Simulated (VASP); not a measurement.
Input of a VASP 6.6.1 run:

Contents of INCAR:

```
ALGO = Normal
EDIFF = 1E-6
ENCUT = 520
GGA = PE
ISIF = 2
ISMEAR = 0
ISPIN = 2
LASPH = T
LCHARG = T
LELF = T
LMAXMIX = 4
LORBIT = 11
LREAL = F
LVHAR = T
LWAVE = F
MAGMOM = 0.375
NBANDS = 18
NELM = 150
NUPDOWN = 0.375
PREC = Accurate
SIGMA = 0.15
```

The input KPOINTS:

```
k-points
0
Gamma
  22 22 22
```

Contents of POSCAR:

```
Rh
1.0
    0.0000000000      2.0236769288      2.0236769288
    2.0236769288      0.0000000000      2.0236769288
    2.0236769288      2.0236769288      0.0000000000
Rh
1
Direct
    0.0000000000      0.0000000000      0.0000000000
```

Potentials or basis: VASP PAW PBE potentials, release 64 (Rh_pv).

Launch:

```bash
$ cat potpaw_PBE.64/Rh_pv/POTCAR > POTCAR
$ mpirun -np 1 vasp_std > vasp.out
```

Task: Predict the pressure.

Result: -27.0 GPa.

Caveat: the cell stands under tension; the total moment is fixed, so each spin has its own Fermi level and the state may be an excited one.
